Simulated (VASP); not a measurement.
# Br (Pm-3m) in VASP: notebook, part 2 of 2

VASP 6.6.1. Earlier steps stand in the parts before.

## 3. Single point, LDA

This run uses another cell than the first one, of 32.40 Å³/atom.

INCAR

```
SYSTEM = Br
  ALGO = Normal
  EDIFF = 1E-6
  ENCUT = 500
  GGA = CA
  GGA_COMPAT = .FALSE.
  ISIF = 2
  ISMEAR = -1
  LASPH = .TRUE.
  LCHARG = .FALSE.
  LREAL = .FALSE.
  LWAVE = .FALSE.
  NBANDS = 18
  NELM = 120
  PREC = Accurate
  SIGMA = 0.15
```

KPOINTS

```
k-points
0
G
  6 6 6
  0 0 0
```

POSCAR

```
Br
1.0
    4.5976400000      0.0000000000      0.0000000000
    0.0000000000      4.5976400000      0.0000000000
    0.0000000000      0.0000000000      4.5976400000
Br
3
Direct
    0.5000000000      0.0000000000      0.0000000000
    0.0000000000      0.5000000000      0.0000000000
    0.0000000000      0.0000000000      0.5000000000
```

Potentials or basis: VASP PAW LDA potentials, release 64 (Br).

Command:

```console
$ cat potpaw_LDA.64/Br/POTCAR > POTCAR
$ mpirun -np 1 vasp_std > vasp.out
```

OUTCAR:

```text
SYSTEM = Br
   EDIFF = 1E-6
   ENCUT = 500
   GGA = CA
   ISIF = 2
   ISMEAR = -1
   LASPH = .TRUE.
   LREAL = .FALSE.
   NELM = 120
   PREC = Accurate

 ion  position               nearest neighbor table
   1  0.500  0.000  0.000-
   2  0.000  0.500  0.000-
   3  0.000  0.000  0.500-

  LATTYP: Found a simple cubic cell.
 ALAT       =     4.5976400000

  Lattice vectors:

 A1 = (   4.5976400000,   0.0000000000,   0.0000000000)
 A2 = (   0.0000000000,   4.5976400000,   0.0000000000)
 A3 = (   0.0000000000,   0.0000000000,   4.5976400000)

Analysis of symmetry for initial positions (statically):
=====================================================================
 Subroutine PRICEL returns:
 Original cell was already a primitive cell.

 Routine SETGRP: Setting up the symmetry group for a
 simple cubic supercell.

 Subroutine GETGRP returns: Found 48 space group operations
 (whereof 48 operations were pure point group operations)
 out of a pool of 48 trial point group operations.

The static configuration has the point symmetry O_h .

Analysis of symmetry for dynamics (positions and initial velocities):
=====================================================================
 Subroutine PRICEL returns:
 Original cell was already a primitive cell.

 Routine SETGRP: Setting up the symmetry group for a
 simple cubic supercell.

 Subroutine GETGRP returns: Found 48 space group operations
 (whereof 48 operations were pure point group operations)
 out of a pool of 48 trial point group operations.

The dynamic configuration has the point symmetry O_h .

 Subroutine INISYM returns: Found 48 space group operations
 (whereof 48 operations are pure point group operations),
 and found     1 'primitive' translations

----------------------------------------------------------------------------------------

                                     Primitive cell

  volume of cell :      97.1863

  direct lattice vectors                    reciprocal lattice vectors
     4.597640000  0.000000000  0.000000000     0.217502893  0.000000000  0.000000000
     0.000000000  4.597640000  0.000000000     0.000000000  0.217502893  0.000000000
     0.000000000  0.000000000  4.597640000     0.000000000  0.000000000  0.217502893

  length of vectors
     4.597640000  4.597640000  4.597640000     0.217502893  0.217502893  0.217502893

  position of ions in fractional coordinates (direct lattice)
     0.500000000  0.000000000  0.000000000
     0.000000000  0.500000000  0.000000000
     0.000000000  0.000000000  0.500000000

  ion indices of the primitive-cell ions
   primitive index   ion index
                 1           1
                 2           2
                 3           3

----------------------------------------------------------------------------------------

 KPOINTS: k-points

Automatic generation of k-mesh.
 Grid dimensions read from file:
 generate k-points for:    6    6    6

 Generating k-lattice:

  Cartesian coordinates                     Fractional coordinates (reciprocal lattice)
     0.036250482  0.000000000  0.000000000     0.166666667  0.000000000  0.000000000
     0.000000000  0.036250482  0.000000000     0.000000000  0.166666667  0.000000000
     0.000000000  0.000000000  0.036250482     0.000000000  0.000000000  0.166666667

  Length of vectors
     0.036250482  0.036250482  0.036250482

  Shift w.r.t. Gamma in fractional coordinates (k-lattice)
     0.000000000  0.000000000  0.000000000

 Subroutine IBZKPT returns following result:
 ===========================================

 Found     20 irreducible k-points:

 Following reciprocal coordinates:
            Coordinates               Weight
  0.000000  0.000000  0.000000      1.000000
  0.166667  0.000000  0.000000      6.000000
  0.333333  0.000000  0.000000      6.000000
  0.500000  0.000000  0.000000      3.000000
  0.166667  0.166667  0.000000     12.000000
  0.333333  0.166667  0.000000     24.000000
[... 12 lines left out ...]
  0.500000  0.500000  0.333333      6.000000
  0.500000  0.500000  0.500000      1.000000
   k-points           NKPTS =     20   k-points in BZ     NKDIM =     20   number of bands    NBANDS=     18
   number of dos      NEDOS =    301   number of ions     NIONS =      3
   total plane-waves  NPLWV =  46656
   dimension x,y,z NGX =    36 NGY =   36 NGZ =   36
   dimension x,y,z NGXF=    72 NGYF=   72 NGZF=   72
   ions per type =               3
   NGX,Y,Z   is equivalent  to a cutoff of  13.02, 13.02, 13.02 a.u.
   NGXF,Y,Z  is equivalent  to a cutoff of  26.03, 26.03, 26.03 a.u.
 SYSTEM =  Br
   PREC   = accura    normal or accurate (medium, high low for compatibility)
   ISTART =      0    job   : 0-new  1-cont  2-samecut
   ICHARG =      2    charge: 1-file 2-atom 10-const
   ISPIN  =      1    spin polarized calculation?
   LNONCOLLINEAR =      F non collinear calculations
   LSORBIT =      F    spin-orbit coupling
   LASPH  =      T    aspherical Exc in radial PAW
   ENCUT  =  500.0 eV  36.75 Ry    6.06 a.u.   8.38  8.38  8.38*2*pi/ulx,y,z
   NELM   =    120;   NELMIN=  2; NELMDL= -5     # of ELM steps
   EDIFF  = 0.1E-05   stopping-criterion for ELM
   LREAL  =      F    real-space projection
   EDIFFG = 0.1E-04   stopping-criterion for IOM
   NSW    =      0    number of steps for IOM
   IBRION =     -1    ionic relax: 0-MD 1-quasi-New 2-CG
   NFREE  =      0    steps in history (QN), initial steepest desc. (CG)
   ISIF   =      2    stress and relaxation
   ISYM   =      2    0-nonsym 1-usesym 2-fastsym
   POTIM  = 0.5000    time-step for ionic-motion
   TEBEG  =    0.0;   TEEND  =   0.0 temperature during run
   PSTRESS=    0.0 pullay stress
   NELECT =      21.0000    total number of electrons
   NUPDOWN=      -1.0000    fix difference up-down
   EMIN   =  10.00;   EMAX   =-10.00  energy-range for DOS
   EFERMI =   0.00;   METHOD = LEGACY
   ISMEAR =    -1;   SIGMA  =   0.15  broadening in eV -4-tet -1-fermi 0-gaus
   EFERMI_NEDOS =   21; number of points for ismear=-14 and -15
   IALGO  =     38    algorithm
   IMIX   =      4    mixing-type and parameters
     AMIX     =   0.40;   BMIX     =  1.00
     AMIX_MAG =   1.60;   BMIX_MAG =  1.00
  volume/ion in A,a.u.               =      32.40       218.62
  Fermi-wavevector in a.u.,A,eV,Ry     =   0.982380  1.856430 13.130588  0.965071
  Thomas-Fermi vector in A             =   2.113458
   LORBIT       =      0    0 simple, 1 ext, 2 COOP (PROOUT), +10 PAW based schemes
   GGA     = CA    functional components
   LHFCALC =     F    Hartree Fock is set to
   AEXX    =    0.0000 exact exchange contribution
   IVDW    =     0    specifies the selected vdW correction
   LEPSILON=     F    determine dielectric tensor
   LRPA    =     F    only Hartree local field effects (RPA)
 non-spin polarized calculation
  energy-cutoff  :      500.00
  volume of cell :       97.19
 maximum number of plane-waves:      2517
 NGX is ok and might be reduce to    36
   NGX = 17   NGY = 17   NGZ = 17

 number of electron      21.0000006 magnetization

 Free energy of the ion-electron system (eV)
  ---------------------------------------------------
  ext. energy  EPLUGINS =         0.00000000
  ---------------------------------------------------
  free energy    TOTEN  =        -4.83425780 eV

  energy without entropy =       -4.44908216  energy(sigma->0) =       -4.64166998

 E-fermi :   0.1231     XC(G=0):  -8.5483

 val. band max:        0.0653119420   @ k =   0.5000   0.0000   0.0000
 cond. band min:       0.1234693590   @ k =   0.3333   0.0000   0.0000
 fundamental gap:      0.0581574170
 Fermi energy:         0.1231252402

 k-point     1 :       0.0000    0.0000    0.0000
  band No.  band energies     occupation
      1     -15.0490      2.00000
      2     -13.2960      2.00000
      3     -13.2960      2.00000
      4      -3.5455      2.00000
      5      -3.5455      2.00000
      6      -3.5455      2.00000
[... 10 lines left out ...]
     17       8.8549      0.00000
     18       8.8549      0.00000
[... 379 lines left out ...]
 k-point    20 :       0.5000    0.5000    0.5000
  band No.  band energies     occupation
      1     -13.8670      2.00000
      2     -13.8670      2.00000
      3     -13.8670      2.00000
      4      -4.9996      2.00000
      5      -3.4727      2.00000
      6      -3.4727      2.00000
[... 10 lines left out ...]
     17      12.3303      0.00000
     18      12.3304      0.00000

------------------------ aborting loop because EDIFF is reached ----------------------------------------

  FORCE on cell =-STRESS in cart. coord.  units (eV):
  Direction    XX          YY          ZZ          XY          YZ          ZX
  --------------------------------------------------------------------------------------
  -------------------------------------------------------------------------------------
  Total       -2.1957827     -2.1957827     -2.1957827     -0.0000000      0.0000000     -0.0000000
  in kB      -36.1988730    -36.1988730    -36.1988730     -0.0000000      0.0000000     -0.0000000
  external PRESSURE =     -36.1988730 kB  Pullay stress =       0.0000000 kB

 VOLUME and BASIS-vectors are now :
 -----------------------------------------------------------------------------
  energy-cutoff  :      500.00
  volume of cell :       97.19
      direct lattice vectors                 reciprocal lattice vectors
     4.597640000  0.000000000  0.000000000     0.217502893  0.000000000  0.000000000
     0.000000000  4.597640000  0.000000000     0.000000000  0.217502893  0.000000000
     0.000000000  0.000000000  4.597640000     0.000000000  0.000000000  0.217502893

 POSITION                                       TOTAL-FORCE (eV/Angst)
 -----------------------------------------------------------------------------------
      2.29882      0.00000      0.00000         0.000000      0.000000      0.000000
      0.00000      2.29882      0.00000         0.000000      0.000000      0.000000
      0.00000      0.00000      2.29882         0.000000      0.000000      0.000000
 -----------------------------------------------------------------------------------
    total drift:                                0.000000      0.000000     -0.000000

  FREE ENERGIE OF THE ION-ELECTRON SYSTEM (eV)
  ---------------------------------------------------
  free  energy   TOTEN  =        -4.8342578017 eV

  energy  without entropy=       -4.4490821558  energy(sigma->0) =       -4.64166998
```

It took 30 s on 1 thread of Intel Xeon 8259CL, shared host; peak memory 0.17 GiB.

What came out:

```
Free energy            : -4.8343 eV
Pressure               : -3.6 GPa
Band gap on the k mesh : zero (an odd number of electrons rules out a gap without spin polarisation)
```

Caveat: the cell stands under tension; an odd number of electrons without spin polarisation forces a metal; a magnetic or distorted state may lie lower.

## 4. Single point, LDA

This run uses another cell than the first one, of 33.04 Å³/atom.

INCAR

```
PREC     = Accurate       # precision mode
ENCUT    = 500            # plane-wave cutoff, eV
EDIFF    = 1E-6           # SCF threshold, eV
ISMEAR   = -1             # smearing method
SIGMA    = 0.15           # smearing width, eV
LREAL    = False          # projectors in reciprocal space
LASPH    = True           # aspherical terms in the spheres
NELM     = 120            # most SCF steps
ALGO     = Normal         # electronic algorithm
ISIF     = 2              # what is computed and relaxed
LWAVE    = False          # write WAVECAR
LCHARG   = False          # write CHGCAR
GGA      = CA             # functional
NBANDS   = 18             # bands
GGA_COMPAT= False
```

KPOINTS

```
Automatic mesh
0
Gamma
  6 6 6
```

POSCAR

```
Br
1.0
    4.6280888344      0.0000000000      0.0000000000
    0.0000000000      4.6280888344      0.0000000000
    0.0000000000      0.0000000000      4.6280888344
Br
3
Direct
    0.5000000000      0.0000000000      0.0000000000
    0.0000000000      0.5000000000      0.0000000000
    0.0000000000      0.0000000000      0.5000000000
```

Command:

```console
$ cat potpaw_LDA.64/Br/POTCAR > POTCAR
$ mpirun -np 1 vasp_std > vasp.out
```

It took 31 s on 1 thread of Intel Xeon 8259CL, shared host; peak memory 0.17 GiB.

The run converged. Its results:

```
Free energy            : -4.7887 eV
Pressure               : -3.9 GPa
Band gap on the k mesh : zero (an odd number of electrons rules out a gap without spin polarisation)
```

Levels at points of the mesh, in eV from the Fermi level:
```csv
k point,band 8,band 9,band 10,band 11,band 12,band 13
"(0.00, 0.00, 0.00)",-0.90,-0.90,0.33,0.33,0.33,4.87
"(0.50, 0.00, 0.00)",-1.65,-1.65,-1.35,-0.05,-0.05,7.15
"(0.50, 0.50, 0.00)",-1.77,-1.58,-1.58,0.25,0.51,7.87
"(0.50, 0.50, 0.50)",0.29,0.29,0.53,0.53,0.53,5.37
```

Caveat: the cell stands under tension; an odd number of electrons without spin polarisation forces a metal; a magnetic or distorted state may lie lower.

## 5. Single point, LDA

This run uses another cell than the first one, of 33.69 Å³/atom.

INCAR

```
PREC = Accurate ; ENCUT = 500
EDIFF = 1E-6 ; ISMEAR = -1
SIGMA = 0.15 ; LREAL = False
LASPH = True ; NELM = 120
ALGO = Normal ; ISIF = 2
LWAVE = False ; LCHARG = False
GGA = CA ; NBANDS = 18
GGA_COMPAT = False
```

KPOINTS is that of step 4.

POSCAR

```
Br
1.0
    4.6581422014      0.0000000000      0.0000000000
    0.0000000000      4.6581422014      0.0000000000
    0.0000000000      0.0000000000      4.6581422014
Br
3
Direct
    0.5000000000      0.0000000000      0.0000000000
    0.0000000000      0.5000000000      0.0000000000
    0.0000000000      0.0000000000      0.5000000000
```

Command:

```console
$ cat potpaw_LDA.64/Br/POTCAR > POTCAR
$ mpirun -np 1 vasp_std > vasp.out
```

It took 31 s on 1 thread of Intel Xeon 8259CL, shared host; peak memory 0.17 GiB.

Results (log left out):

* Free energy: -4.7400 eV
* Pressure: -4.1 GPa
* Band gap on the k mesh: zero (an odd number of electrons rules out a gap without spin polarisation)

Levels at points of the mesh, in eV from the Fermi level:
```csv
k point,band 7,band 8,band 9,band 10,band 11,band 12,band 13,band 14
"(0.00, 0.00, 0.00)",-0.87,-0.87,-0.87,0.32,0.32,0.32,4.95,6.92
"(0.50, 0.00, 0.00)",-1.86,-1.59,-1.59,-1.30,-0.05,-0.05,7.19,7.80
"(0.50, 0.50, 0.00)",-1.72,-1.72,-1.53,-1.53,0.24,0.49,7.90,8.74
"(0.50, 0.50, 0.50)",-3.37,0.28,0.28,0.51,0.51,0.51,5.47,9.21
```

Caveat: the cell stands under tension; an odd number of electrons without spin polarisation forces a metal; a magnetic or distorted state may lie lower.

## 6. Single point, LDA

This run uses another cell than the first one, of 34.34 Å³/atom.

INCAR

```
PREC = Accurate ; ENCUT = 500
EDIFF = 1E-6 ; ISMEAR = -1
SIGMA = 0.15 ; LREAL = F
LASPH = T ; NELM = 120
ALGO = Normal ; ISIF = 2
LWAVE = F ; LCHARG = F
GGA = CA ; NBANDS = 18
GGA_COMPAT = F
```

KPOINTS

```
regular mesh
0
Gamma
  6 6 6
```

POSCAR

```
Br
1.0
    4.6878126969      0.0000000000      0.0000000000
    0.0000000000      4.6878126969      0.0000000000
    0.0000000000      0.0000000000      4.6878126969
Br
3
Direct
    0.5000000000      0.0000000000      0.0000000000
    0.0000000000      0.5000000000      0.0000000000
    0.0000000000      0.0000000000      0.5000000000
```

Potentials or basis: VASP PAW LDA potentials, release 64 (Br).

Command:

```console
$ cat potpaw_LDA.64/Br/POTCAR > POTCAR
$ mpirun -np 1 vasp_std > vasp.out
```

It took 32 s on 1 thread of Intel Xeon 8259CL, shared host; peak memory 0.17 GiB.

It converged, with:

```yaml
Free_energy: -4.6886 eV
Pressure: -4.3 GPa
Band_gap_on_the_k_mesh: zero (an odd number of electrons rules out a gap without spin polarisation)
```

Levels at points of the mesh, in eV from the Fermi level:
| k point | band 7 | band 8 | band 9 | band 10 | band 11 | band 12 | band 13 | band 14 |
| --- | --- | --- | --- | --- | --- | --- | --- | --- |
| (0.00, 0.00, 0.00) | -0.84 | -0.84 | -0.84 | 0.31 | 0.31 | 0.31 | 5.03 | 6.90 |
| (0.50, 0.00, 0.00) | -1.81 | -1.53 | -1.53 | -1.25 | -0.05 | -0.05 | 7.22 | 7.81 |
| (0.50, 0.50, 0.00) | -1.66 | -1.66 | -1.48 | -1.48 | 0.23 | 0.48 | 7.93 | 8.79 |
| (0.50, 0.50, 0.50) | -3.27 | 0.27 | 0.27 | 0.49 | 0.49 | 0.49 | 5.55 | 9.19 |

Caveat: the cell stands under tension; an odd number of electrons without spin polarisation forces a metal; a magnetic or distorted state may lie lower.

## 7. Overview

| cell | gap on the mesh (eV) | pressure (GPa) |
| --- | --- | --- |
| a = 4.567 Å, 3 atoms | none | -3.3 |
| a = 4.598 Å, 3 atoms | none | -3.6 |
| a = 4.628 Å, 3 atoms | none | -3.9 |
| a = 4.658 Å, 3 atoms | none | -4.1 |
| a = 4.688 Å, 3 atoms | none | -4.3 |

Alike in all rows: task single point; level LDA; potentials or basis VASP PAW LDA potentials, release 64 (Br); no spin polarisation; k mesh 6 × 6 × 6; cutoff (eV) 500; smearing fermi-dirac 0.15 eV.

Caveats: the cell stands under tension; an odd number of electrons without spin polarisation forces a metal; a magnetic or distorted state may lie lower.

Absolute energies hang on the potentials; compare differences alone.

The gap in the log of VASP goes by the Fermi energy; the results here count the filled bands.